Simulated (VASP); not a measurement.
Wanted: the native input for a VASP 6.6.1 run.

| Quantity | Value |
| --- | --- |
| Task | single point |
| Functional | PBEsol |
| Potentials or basis | VASP PAW PBE potentials, release 64 (Ge_d) |
| Cutoff | 520 eV |
| k mesh | 6 × 6 × 6 |
| Occupations | fermi-dirac, width 0.05 eV |
| Spin | no spin polarisation |
| Dipole correction | no |
| Further INCAR settings | ALGO = Normal; EDIFF = 1e-07; NBANDS = 13 |

The structure of Ge lies in POSCAR:

```
Ge
1.0
   -0.0282083000      2.1019966500      2.1134578200
    2.0716247400     -0.0325513900      2.1178009100
    2.0429605600      2.0776755600     -0.0038872100
Ge
1
Direct
    0.0000000000      0.0000000000      0.0000000000
```

One way to write it, as run:

INCAR

```
PREC = Accurate
ENCUT = 520
EDIFF = 1E-7
ISMEAR = -1
SIGMA = 0.05
LREAL = False
LASPH = True
NELM = 100
ALGO = Normal
ISIF = 2
LWAVE = False
LCHARG = False
GGA = PS
NBANDS = 13
```

KPOINTS

```
Automatic mesh
0
Gamma
  6 6 6
```

Potentials or basis: VASP PAW PBE potentials, release 64 (Ge_d).

The run is started by

```sh
$ cat potpaw_PBE.64/Ge_d/POTCAR > POTCAR
$ mpirun -np 1 vasp_std > vasp.out
```

It gave:

```
Pressure               : 2.3 GPa
Band gap on the k mesh : zero (band 7 reaches 15.72 eV, above the bottom of band 8 at 4.39 eV)
```

Caveat: the k points lie up to 0.44 Å⁻¹ apart; the PAW data sets were made with another functional, which shifts forces and pressure a little.

It took 9.8 s on 1 thread of Intel(R) Xeon(R) Platinum 8488C (Sapphire Rapids) (shared host), peak memory 0.15 GiB.
